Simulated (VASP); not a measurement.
A run of VASP 6.6.1 is set up as follows.

The input INCAR:

```
SYSTEM = Ag
ALGO = Fast
EDIFF = 1E-6
ENCUT = 520
GGA = PS
ISIF = 2
ISMEAR = 0
LASPH = .True.
LCHARG = .False.
LREAL = .False.
LWAVE = .False.
NBANDS = 12
NELM = 100
PREC = Accurate
SIGMA = 0.15
```

Contents of KPOINTS:

```
k-points
0
Gamma
  20 20 20
  0 0 0
```

POSCAR

```
Ag
1.0
   -1.5232016800      1.5232016800      1.7218801600
    1.5232016800     -1.5232016800      1.7218801600
    1.5232016800      1.5232016800     -1.7218801600
Ag
1
Direct
    0.0000000000      0.0000000000      0.0000000000
```

Potentials or basis: VASP PAW PBE potentials, release 64 (Ag).

Command:

```bash
$ cat potpaw_PBE.64/Ag/POTCAR > POTCAR
$ mpirun -np 1 vasp_std > vasp.out
```

Estimate the band gap on the k mesh.

zero (an odd number of electrons rules out a gap without spin polarisation).

Estimate the pressure.

6.2 GPa.

Stress tensor (GPa, compression positive):
```
5.49 0.00 0.00
0.00 5.49 0.00
0.00 0.00 7.57
```

Caveat: the cell differs from its parent crystal (strain -0.080 along x and y, +0.040 along z); the cell stands under pressure; the PAW data sets were made with another functional, which shifts forces and pressure a little.
